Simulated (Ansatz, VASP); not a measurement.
**ZrS2 in VASP and in Ansatz**

```
Zr S
1.0
     3.67440    0.00000    0.00000
    -1.83720    3.18212    0.00000
     0.00000    0.00000    5.85686
Zr S
1 2
Direct
  0.00000 0.00000 0.00000
  0.33333 0.66667 0.24623
  0.66667 0.33333 0.75377
```

Alike in both runs: task single point; functional HSE06; k mesh 6 × 6 × 2; no spin polarisation.

|  | VASP | Ansatz |
| --- | --- | --- |
| version | VASP 6.6.1 | Ansatz 0.2.0 |
| potentials or method | VASP PAW PBE potentials, release 64 (Zr_sv, S) | plane waves, PAW |
| plane-wave cutoff (eV) | 400 | 420 |
| occupations | gaussian, width 0.01 eV | fixed |
| valence electrons in the cell | 24 | 24 |

```csv
,VASP,Ansatz,Ansatz less VASP
gap on the k mesh at the Fermi level (eV),1.68,1.68,+0.001
pressure (GPa),0.0,0.1,+0.13
"traceless stress, the component that is largest in VASP (GPa)",0.45,0.44,-0.019
rms of the force components (eV/Å),0.089,0.091,+0.0021
```

Atom by atom the forces differ by 0.002 eV/Å (rms over components). Ansatz's warnings: stress exchange threshold loose, stress scf threshold loose.

The k mesh is coarse, so the values compare programs but aren't converged.
